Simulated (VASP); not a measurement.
A run of VASP 6.6.1 is set up as follows.

File INCAR:

```
SYSTEM = BAs
  PREC = Accurate
  ENCUT = 520
  EDIFF = 1E-6
  ISMEAR = 0
  SIGMA = 0.05
  LREAL = .FALSE.
  LASPH = .TRUE.
  NELM = 100
  ALGO = Normal
  ISIF = 2
  LWAVE = .FALSE.
  LCHARG = .FALSE.
  GGA = CA
  NBANDS = 11
```

The input KPOINTS:

```
Automatic mesh
0
G
  6 6 6
  0 0 0
```

POSCAR

```
BAs
1.0
    2.8922988674      0.0000000000      0.0000000000
    0.0000000000      2.8922988674      0.0000000000
    0.0000000000      0.0000000000      2.8922988674
B As
1 1
Direct
    0.0000000000      0.0000000000      0.0000000000
    0.5000000000      0.5000000000      0.5000000000
```

Potentials or basis: VASP PAW LDA potentials, release 64 (B, As).

The run is started by

```bash
$ cat potpaw_LDA.64/B/POTCAR potpaw_LDA.64/As/POTCAR > POTCAR
$ mpirun -np 1 vasp_std > vasp.out
```

**Question.** Predict the band gap on the k mesh.

**Answer.** Zero (band 4 reaches 10.58 eV, above the bottom of band 5 at 5.41 eV).

**Question.** What does it give for the pressure?

**Answer.** 0.3 GPa.

Caveat: the k points lie up to 0.36 Å⁻¹ apart.
